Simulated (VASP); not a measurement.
Cu: single point with LDA

Crystal: Cu.

```
Cu
1.0
     0.00000    1.80750    1.80750
     1.80750    0.00000    1.80750
     1.80750    1.80750    0.00000
Cu
1
Direct
  0.00000 0.00000 0.00000
```

```
Program                : VASP 6.6.1
Task                   : single point
Functional             : LDA
Potentials or basis    : VASP PAW LDA potentials, release 64 (Cu)
Cutoff                 : 520 eV
k mesh                 : 16 × 16 × 16
Occupations            : fermi-dirac, width 0.05 eV
Spin                   : collinear spin
Starting moments       : [0.7] μB
Dipole correction      : no
Further INCAR settings : ALGO = Normal; EDIFF = 1e-06; NBANDS = 16
```

```json
{"Pressure": "-11.6 GPa", "Net moment": "0.00 μB per cell", "Valence electrons inside the program's atomic spheres": "Cu 10.01"}
```

Levels at points of the mesh, in eV from the Fermi level:
Spin up:
```tsv
k point	band 3	band 4	band 5	band 6	band 7	band 8	band 9	band 10
(0.00, 0.00, 0.00)	-3.02	-3.02	-2.18	-2.18	22.73	25.19	25.19	25.19
(0.50, 0.00, 0.00)	-3.05	-1.62	-1.62	-0.93	3.77	21.25	21.96	21.96
(0.50, 0.50, 0.00)	-1.63	-1.48	-1.48	1.54	7.16	13.05	13.05	17.69
```
Spin down:
| k point | band 3 | band 4 | band 5 | band 6 | band 7 | band 8 | band 9 | band 10 |
| --- | --- | --- | --- | --- | --- | --- | --- | --- |
| (0.00, 0.00, 0.00) | -3.02 | -3.02 | -2.18 | -2.18 | 22.73 | 25.19 | 25.19 | 25.19 |
| (0.50, 0.00, 0.00) | -3.05 | -1.62 | -1.62 | -0.93 | 3.77 | 21.25 | 21.96 | 21.96 |
| (0.50, 0.50, 0.00) | -1.63 | -1.48 | -1.48 | 1.54 | 7.16 | 13.05 | 13.05 | 17.69 |

Run time: 72 s on 1 thread of Intel Xeon 8259CL, with other jobs on the host, peak memory 0.15 GiB.

Caveat: the cell stands under tension.
